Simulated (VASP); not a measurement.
TaN:

```
Ta N
1.0
     2.93800    0.00000    0.00000
    -1.46900    2.54438    0.00000
     0.00000    0.00000    2.88300
Ta N
1 1
Direct
  0.33333 0.66667 0.50000
  0.00000 0.00000 0.00000
```

Base run:

```yaml
Program: VASP 6.6.1
Functional: PBEsol
Dispersion: D4
Potentials_or_basis: VASP PAW PBE potentials, release 64 (Ta_pv, N)
Cutoff: 520 eV
k_mesh: 9 × 9 × 8
Occupations: fermi-dirac, width 0.05 eV
Spin: no spin polarisation
```

Its results: band gap on the k mesh zero (band 8 reaches 8.23 eV, above the bottom of band 9 at 7.99 eV); pressure -6.8 GPa.

After a change of settings the same cell gave: band gap on the k mesh zero (filled and empty bands touch); pressure -3.2 GPa. Which change was it?
A. k mesh from 9 × 9 × 8 to 5 × 5 × 5; further incar settings from ALGO = Normal; EDIFF = 1e-06; NBANDS = 15 to ALGO = Normal; EDIFF = 1e-07; NBANDS = 15
B. k mesh from 9 × 9 × 8 to 11 × 11 × 10
C. k mesh from 9 × 9 × 8 to 3 × 3 × 3
D. k mesh from 9 × 9 × 8 to 7 × 7 × 6; further incar settings from ALGO = Normal; EDIFF = 1e-06; NBANDS = 15 to ALGO = Normal; EDIFF = 1e-07; NBANDS = 15

C.

Caveats: some runs use coarse meshes; the PAW data sets were made with another functional, which shifts forces and pressure a little; spin-orbit coupling is left out, which moves the levels of the heavy elements; pairwise dispersion overbinds metals, which lowers pressure and volume.
